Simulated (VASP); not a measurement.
# CoSi (CsCl type) (Pm-3m) in VASP: further runs

CoSi (CsCl type) is run at these levels: PBE; tasks: relaxation of cell and atoms.

Program: VASP 6.6.1. These are calculated values, not measurements. Logs are shortened: lines on timing, memory, paths and dates and some standing lists are left out, and cuts for length are marked.

### Step 1. The cell of the first run

Symmetry: Pm-3m, No. 221, cubic system. The conventional cell has a = 2.726 Å, b = 2.726 Å, c = 2.726 Å, α = 90.00°, β = 90.00°, γ = 90.00°. Co (site symmetry m-3m) has 8 Si at 2.36 Å and 6 Co at 2.73 Å within 3.1 Å. Si (site symmetry m-3m) has 8 Co at 2.36 Å and 6 Si at 2.73 Å within 3.1 Å.

### Step 2. Relaxation of cell and atoms, PBE, target pressure 14 GPa, at which the enthalpy is minimised

File INCAR:

```
  ALGO = Normal
  EDIFF = 1E-6
  EDIFFG = -0.005
  ENCUT = 600
  GGA = PE
  IBRION = 2
  ISIF = 3
  ISMEAR = -1
  LASPH = T
  LCHARG = F
  LREAL = F
  LWAVE = F
  NELM = 100
  NSW = 32
  PREC = Accurate
  PSTRESS = 140.0
  SIGMA = 0.05
```

File KPOINTS:

```
k-points
0
Gamma
  14 14 14
```

File POSCAR:

```
CoSi
1.0
    2.7260211803      0.0000000000      0.0000000000
    0.0000000000      2.7260211803      0.0000000000
    0.0000000000      0.0000000000      2.7260211803
Co Si
1 1
Direct
    0.0000000000      0.0000000000      0.0000000000
    0.5000000000      0.5000000000      0.5000000000
```

Potentials or basis: VASP PAW PBE potentials, release 64 (Co, Si).

Command:

```console
$ cat potpaw_PBE.64/Co/POTCAR potpaw_PBE.64/Si/POTCAR > POTCAR
$ mpirun -np 1 vasp_std > vasp.out
```

OUTCAR:

```text
EDIFF = 1E-6
   EDIFFG = -0.005
   ENCUT = 600
   GGA = PE
   IBRION = 2
   ISIF = 3
   ISMEAR = -1
   LASPH = T
   LREAL = F
   NELM = 100
   NSW = 32
   PREC = Accurate
   PSTRESS = 140.0

 ion  position               nearest neighbor table
   1  0.000  0.000  0.000-   2 2.36   2 2.36   2 2.36   2 2.36   2 2.36   2 2.36   2 2.36   2 2.36

   2  0.500  0.500  0.500-   1 2.36   1 2.36   1 2.36   1 2.36   1 2.36   1 2.36   1 2.36   1 2.36

  LATTYP: Found a simple cubic cell.
 ALAT       =     2.7260211803

  Lattice vectors:

 A1 = (   2.7260211803,   0.0000000000,   0.0000000000)
 A2 = (   0.0000000000,   2.7260211803,   0.0000000000)
 A3 = (   0.0000000000,   0.0000000000,   2.7260211803)

Analysis of symmetry for initial positions (statically):
=====================================================================
 Subroutine PRICEL returns:
 Original cell was already a primitive cell.

 Routine SETGRP: Setting up the symmetry group for a
 simple cubic supercell.

 Subroutine GETGRP returns: Found 48 space group operations
 (whereof 48 operations were pure point group operations)
 out of a pool of 48 trial point group operations.

The static configuration has the point symmetry O_h .

Analysis of symmetry for dynamics (positions and initial velocities):
=====================================================================
 Subroutine PRICEL returns:
 Original cell was already a primitive cell.

 Routine SETGRP: Setting up the symmetry group for a
 simple cubic supercell.

 Subroutine GETGRP returns: Found 48 space group operations
 (whereof 48 operations were pure point group operations)
 out of a pool of 48 trial point group operations.

The dynamic configuration has the point symmetry O_h .

 Subroutine INISYM returns: Found 48 space group operations
 (whereof 48 operations are pure point group operations),
 and found     1 'primitive' translations

----------------------------------------------------------------------------------------

                                     Primitive cell

  volume of cell :      20.2576

  direct lattice vectors                    reciprocal lattice vectors
     2.726021180  0.000000000  0.000000000     0.366835007  0.000000000  0.000000000
     0.000000000  2.726021180  0.000000000     0.000000000  0.366835007  0.000000000
     0.000000000  0.000000000  2.726021180     0.000000000  0.000000000  0.366835007

  length of vectors
     2.726021180  2.726021180  2.726021180     0.366835007  0.366835007  0.366835007

  position of ions in fractional coordinates (direct lattice)
     0.000000000  0.000000000  0.000000000
     0.500000000  0.500000000  0.500000000

  ion indices of the primitive-cell ions
   primitive index   ion index
                 1           1
                 2           2

----------------------------------------------------------------------------------------

 KPOINTS: k-points

Automatic generation of k-mesh.
 Grid dimensions read from file:
 generate k-points for:   14   14   14

 Generating k-lattice:

  Cartesian coordinates                     Fractional coordinates (reciprocal lattice)
     0.026202501  0.000000000  0.000000000     0.071428571  0.000000000  0.000000000
     0.000000000  0.026202501  0.000000000     0.000000000  0.071428571  0.000000000
     0.000000000  0.000000000  0.026202501     0.000000000  0.000000000  0.071428571

  Length of vectors
     0.026202501  0.026202501  0.026202501

  Shift w.r.t. Gamma in fractional coordinates (k-lattice)
     0.000000000  0.000000000  0.000000000

 Subroutine IBZKPT returns following result:
 ===========================================

 Found    120 irreducible k-points:

 Following reciprocal coordinates:
            Coordinates               Weight
  0.000000  0.000000  0.000000      1.000000
  0.071429  0.000000  0.000000      6.000000
  0.142857  0.000000  0.000000      6.000000
  0.214286  0.000000  0.000000      6.000000
  0.285714  0.000000  0.000000      6.000000
  0.357143  0.000000  0.000000      6.000000
[... 16 lines left out ...]
  0.285714  0.214286  0.000000     24.000000
  0.357143  0.214286  0.000000     24.000000
 [... further k-points ...]
   k-points           NKPTS =    120   k-points in BZ     NKDIM =    120   number of bands    NBANDS=     10
   number of dos      NEDOS =    301   number of ions     NIONS =      2
   total plane-waves  NPLWV =  13824
   dimension x,y,z NGX =    24 NGY =   24 NGZ =   24
   dimension x,y,z NGXF=    48 NGYF=   48 NGZF=   48
   ions per type =               1   1
   NGX,Y,Z   is equivalent  to a cutoff of  14.64, 14.64, 14.64 a.u.
   NGXF,Y,Z  is equivalent  to a cutoff of  29.27, 29.27, 29.27 a.u.
 SYSTEM =  unknown system
   PREC   = accura    normal or accurate (medium, high low for compatibility)
   ISTART =      0    job   : 0-new  1-cont  2-samecut
   ICHARG =      2    charge: 1-file 2-atom 10-const
   ISPIN  =      1    spin polarized calculation?
   LNONCOLLINEAR =      F non collinear calculations
   LSORBIT =      F    spin-orbit coupling
   LASPH  =      T    aspherical Exc in radial PAW
   ENCUT  =  600.0 eV  44.10 Ry    6.64 a.u.   5.44  5.44  5.44*2*pi/ulx,y,z
   NELM   =    100;   NELMIN=  2; NELMDL= -5     # of ELM steps
   EDIFF  = 0.1E-05   stopping-criterion for ELM
   LREAL  =      F    real-space projection
   EDIFFG = -.5E-02   stopping-criterion for IOM
   NSW    =     32    number of steps for IOM
   IBRION =      2    ionic relax: 0-MD 1-quasi-New 2-CG
   NFREE  =      1    steps in history (QN), initial steepest desc. (CG)
   ISIF   =      3    stress and relaxation
   ISYM   =      2    0-nonsym 1-usesym 2-fastsym
   POTIM  = 0.5000    time-step for ionic-motion
   TEBEG  =    0.0;   TEEND  =   0.0 temperature during run
   PSTRESS=  140.0 pullay stress
   NELECT =      13.0000    total number of electrons
   NUPDOWN=      -1.0000    fix difference up-down
   EMIN   =  10.00;   EMAX   =-10.00  energy-range for DOS
   EFERMI =   0.00;   METHOD = LEGACY
   ISMEAR =    -1;   SIGMA  =   0.05  broadening in eV -4-tet -1-fermi 0-gaus
   EFERMI_NEDOS =   21; number of points for ismear=-14 and -15
   IALGO  =     38    algorithm
   IMIX   =      4    mixing-type and parameters
     AMIX     =   0.40;   BMIX     =  1.00
     AMIX_MAG =   1.60;   BMIX_MAG =  1.00
  volume/ion in A,a.u.               =      10.13        68.35
  Fermi-wavevector in a.u.,A,eV,Ry     =   1.412082  2.668449 27.129702  1.993977
  Thomas-Fermi vector in A             =   2.533868
   LORBIT       =      0    0 simple, 1 ext, 2 COOP (PROOUT), +10 PAW based schemes
   GGA     = PE    functional components
   LHFCALC =     F    Hartree Fock is set to
   AEXX    =    0.0000 exact exchange contribution
   IVDW    =     0    specifies the selected vdW correction
   LEPSILON=     F    determine dielectric tensor
   LRPA    =     F    only Hartree local field effects (RPA)
 conjugate gradient relaxation of ions
 non-spin polarized calculation
  energy-cutoff  :      600.00
  volume of cell :       20.26
 maximum number of plane-waves:       695
 NGX is ok and might be reduce to    24
   NGX = 11   NGY = 11   NGZ = 11

--------------------------------------- Ionic step        1  -------------------------------------------

 number of electron      13.0000004 magnetization

 Free energy of the ion-electron system (eV)
  ---------------------------------------------------
  ext. energy  EPLUGINS =         0.00000000
  ---------------------------------------------------
  free energy    TOTEN  =       -13.22130425 eV

  energy without entropy =      -13.20493022  energy(sigma->0) =      -13.21311724

------------------------ aborting loop because EDIFF is reached ----------------------------------------

  FORCE on cell =-STRESS in cart. coord.  units (eV):
  Direction    XX          YY          ZZ          XY          YZ          ZX
  --------------------------------------------------------------------------------------
  -------------------------------------------------------------------------------------
  Total        1.7479536      1.7479536      1.7479536      0.0000000      0.0000000     -0.0000000
  in kB      138.2460757    138.2460757    138.2460757      0.0000000      0.0000000     -0.0000000
  external PRESSURE =      -1.7539243 kB  Pullay stress =     140.0000000 kB
[... 61 lines left out ...]
  enthalpy is  TOTEN    =       -11.4511560449 eV   P V=        1.7672907544

--------------------------------------- Ionic step        3  -------------------------------------------

 number of electron      13.0000004 magnetization

 Free energy of the ion-electron system (eV)
  ---------------------------------------------------
  ext. energy  EPLUGINS =         0.00000000
  ---------------------------------------------------
  free energy    TOTEN  =       -13.22049608 eV

  energy without entropy =      -13.20414043  energy(sigma->0) =      -13.21231825

 E-fermi :  13.7600     XC(G=0): -13.2518

 val. band max:       13.7551639058   @ k =   0.4286   0.2143   0.2143
 cond. band min:      13.7731631742   @ k =   0.2857   0.0714   0.0000
 fundamental gap:      0.0179992684
 Fermi energy:        13.7599731299

 k-point     1 :       0.0000    0.0000    0.0000
  band No.  band energies     occupation
      1      -0.9727      2.00000
      2       9.7038      2.00000
      3       9.7038      2.00000
      4      12.4336      2.00000
      5      12.4336      2.00000
      6      12.4336      2.00000
      7      17.0044      0.00000
      8      17.0044      0.00000
      9      17.0044      0.00000
     10      21.5703      0.00000
[... 287 lines left out ...]
 k-point    24 :       0.3571    0.2143    0.0000
  band No.  band energies     occupation
      1       2.2788      2.00000
      2       7.2472      2.00000
      3       9.8091      2.00000
      4      10.9735      2.00000
      5      11.3964      2.00000
      6      12.0937      2.00000
      7      13.6837      1.64242
      8      16.6446      0.00000
      9      20.9269      0.00000
     10      21.2252      0.00000

 [... further k-points ...]

------------------------ aborting loop because EDIFF is reached ----------------------------------------

  FORCE on cell =-STRESS in cart. coord.  units (eV):
  Direction    XX          YY          ZZ          XY          YZ          ZX
  --------------------------------------------------------------------------------------
  -------------------------------------------------------------------------------------
  Total        1.7734303      1.7734303      1.7734303     -0.0000000     -0.0000000      0.0000000
  in kB      140.3254148    140.3254148    140.3254148     -0.0000000     -0.0000000      0.0000000
  external PRESSURE =       0.3254148 kB  Pullay stress =     140.0000000 kB
[... 17 lines left out ...]
  FREE ENERGIE OF THE ION-ELECTRON SYSTEM (eV)
  ---------------------------------------------------
  free  energy   TOTEN  =       -13.2204960792 eV

  energy  without entropy=      -13.2041404299  energy(sigma->0) =      -13.21231825

  enthalpy is  TOTEN    =       -11.4511783251 eV   P V=        1.7693177541

 reached required accuracy - stopping structural energy minimisation
```

Wall time 30 s (1 thread of Intel Xeon Platinum 8259CL at 2.50GHz (Skylake/Cascade Lake), shared host); peak memory 0.16 GiB.

Results:

```
Free energy                                            : -13.2205 eV
Relaxed volume                                         : 10.12 Å³/atom
Relaxed cell                                           : a = 2.726 Å, b = 2.726 Å, c = 2.726 Å, α = 90.00°, β = 90.00°, γ = 90.00°
Space group after relaxing (to 0.05 Å)                 : Pm-3m (No. 221)
Energy change on relaxing (the enthalpy is what falls) : +0.4 meV/atom
Ionic steps                                            : 3
Pressure after relaxing                                : 14.0 GPa
```

The path:
| step | energy change (eV) | largest force (eV/Å) | pressure (GPa) | volume (Å³) |
| --- | --- | --- | --- | --- |
| 1 | 0.0000 | 0.0000 | 13.82 | 20.26 |
| 2 | 0.0029 | 0.0000 | 14.28 | 20.23 |
| 3 | 0.0008 | 0.0000 | 14.03 | 20.25 |

Final structure:
```
CELL_PARAMETERS angstrom
2.72560 0.00000 0.00000
0.00000 2.72560 0.00000
0.00000 0.00000 2.72560
ATOMIC_POSITIONS crystal
Co 0.00000 0.00000 0.00000
Si 0.50000 0.50000 0.50000
```

Caveat: the cell is relaxed towards a set pressure, so the enthalpy falls and the energy may rise. Spin polarisation is off, so any magnetic state and its effect on volume and gap are missing.

### Step 3. Relaxation of cell and atoms, PBE, target pressure 14 GPa, at which the enthalpy is minimised

This run uses another cell than the first one, of 11.07 Å³/atom, 1.093 times its volume.

File INCAR:

```
PREC     = Accurate       # precision mode
ENCUT    = 600            # plane-wave cutoff, eV
EDIFF    = 1E-6           # SCF threshold, eV
ISMEAR   = -1             # smearing method
SIGMA    = 0.05           # smearing width, eV
LREAL    = F              # projectors in reciprocal space
LASPH    = T              # aspherical terms in the spheres
NELM     = 100            # most SCF steps
ALGO     = Normal         # electronic algorithm
ISIF     = 3              # what is computed and relaxed
LWAVE    = F              # write WAVECAR
LCHARG   = F              # write CHGCAR
GGA      = PE             # functional
IBRION   = 2              # ionic algorithm
NSW      = 60             # ionic steps
EDIFFG   = -0.005         # ionic threshold
PSTRESS  = 140.0
```

File KPOINTS:

```
regular mesh
0
Gamma
  14 14 14
```

File POSCAR:

```
CoSi
1.0
    2.8076984424      0.0000000000      0.0000000000
    0.0000000000      2.8076984424      0.0000000000
    0.0000000000      0.0000000000      2.8076984424
Co Si
1 1
Direct
    0.0000000000      0.0000000000      0.0000000000
    0.5000000000      0.5000000000      0.5000000000
```

Potentials or basis: VASP PAW PBE potentials, release 64 (Co, Si).

Command:

```console
$ cat potpaw_PBE.64/Co/POTCAR potpaw_PBE.64/Si/POTCAR > POTCAR
$ mpirun -np 1 vasp_std > vasp.out
```

It took 68 s on 1 thread of Intel Xeon Platinum 8259CL at 2.50GHz (Skylake/Cascade Lake), shared host; peak memory 0.17 GiB.

Results (log left out):

```yaml
Free_energy: -13.2210 eV
Relaxed_volume: 10.12 Å³/atom
Relaxed_cell: a = 2.726 Å, b = 2.726 Å, c = 2.726 Å, α = 90.00°, β = 90.00°, γ = 90.00°
Space_group_after_relaxing_to_0.05_Å: Pm-3m (No. 221)
Energy_change_on_relaxing_the_enthalpy_is_what_falls: +18.5 meV/atom
Ionic_steps: 7
Pressure_after_relaxing: 14.0 GPa
```

Step by step:
| step | energy change (eV) | largest force (eV/Å) | pressure (GPa) | volume (Å³) |
| --- | --- | --- | --- | --- |
| 1 | 0.0000 | 0.0000 | -6.28 | 22.13 |
| 2 | 0.5227 | 0.0000 | 57.94 | 17.94 |
| 3 | 0.0313 | 0.0000 | 13.10 | 20.31 |
| 4 | 0.0360 | 0.0000 | 13.90 | 20.26 |
| 5 | 0.0392 | 0.0000 | 14.33 | 20.22 |
| 6 | 0.0344 | 0.0000 | 13.72 | 20.28 |
| 7 | 0.0370 | 0.0000 | 14.00 | 20.25 |

Final structure:
```
Co Si
1.0
     2.72553    0.00000    0.00000
     0.00000    2.72553    0.00000
     0.00000    0.00000    2.72553
Co Si
1 1
Cartesian
  0.0000 0.0000 2.7255
  1.3628 1.3628 1.3628
```

Levels at points of the mesh, in eV from the Fermi level:
| k point | band 3 | band 4 | band 5 | band 6 | band 7 | band 8 | band 9 | band 10 |
| --- | --- | --- | --- | --- | --- | --- | --- | --- |
| (0.00, 0.00, 0.00) | -4.06 | -1.33 | -1.33 | -1.33 | 3.24 | 3.24 | 3.24 | 7.81 |
| (0.50, 0.00, 0.00) | -3.18 | -2.73 | -2.73 | -1.15 | -0.16 | 6.65 | 8.73 | 8.73 |
| (0.50, 0.50, 0.00) | -5.46 | -4.17 | -2.23 | -2.23 | -0.48 | 1.93 | 2.19 | 8.65 |
| (0.50, 0.50, 0.50) | -6.21 | -1.25 | -0.43 | -0.43 | 1.30 | 1.30 | 1.30 | 3.94 |

Caveat: the cell is relaxed towards a set pressure, so the enthalpy falls and the energy may rise. Spin polarisation is off, so any magnetic state and its effect on volume and gap are missing.
